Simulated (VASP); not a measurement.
A run of VASP 6.6.1 is set up as follows.

The input INCAR:

```
SYSTEM = SnO2
ALGO = Normal ; EDIFF = 1E-6
ENCUT = 520 ; GGA = PS
ISIF = 2 ; ISMEAR = -1
LASPH = .True. ; LCHARG = .False.
LREAL = .False. ; LWAVE = .False.
NBANDS = 35 ; NELM = 60
PREC = Accurate ; SIGMA = 0.05
```

File KPOINTS:

```
k-points
0
Gamma
  6 6 8
  0 0 0
```

POSCAR

```
SnO2
1.0
    4.8819102722      0.0000000000      0.0000000000
    0.0000000000      4.9620294086      0.0000000000
    0.0000000000      0.0000000000      3.3044611570
Sn O
2 4
Direct
    0.0000000000      0.0000000000      0.0000000000
    0.5000000000      0.5000000000      0.5000000000
    0.7081450000      0.6789580000      0.0000000000
    0.2081450000      0.8210420000      0.5000000000
    0.7918550000      0.1789580000      0.5000000000
    0.2918550000      0.3210420000      0.0000000000
```

Potentials or basis: VASP PAW PBE potentials, release 64 (Sn_d, O).

Command:

```sh
$ cat potpaw_PBE.64/Sn_d/POTCAR potpaw_PBE.64/O/POTCAR > POTCAR
$ mpirun -np 1 vasp_std > vasp.out
```

Problem. Estimate the band gap on the k mesh.

Solution. 0.30 eV (least direct gap 0.42 eV).

Problem. What does it give for the pressure?

Solution. -14.2 GPa.

Problem. Estimate the largest force.

Solution. 0.270 eV/Å.

Stress tensor (GPa, compression positive):
```
-12.95   0.00   0.00
  0.00 -13.12   0.00
  0.00   0.00 -16.65
```

Caveat: the cell stands under tension; semilocal functionals underestimate gaps, and a narrow one can read as zero; the PAW data sets were made with another functional, which shifts forces and pressure a little; spin-orbit coupling is left out, which moves the levels of the heavy elements. A k mesh can miss the band edges.
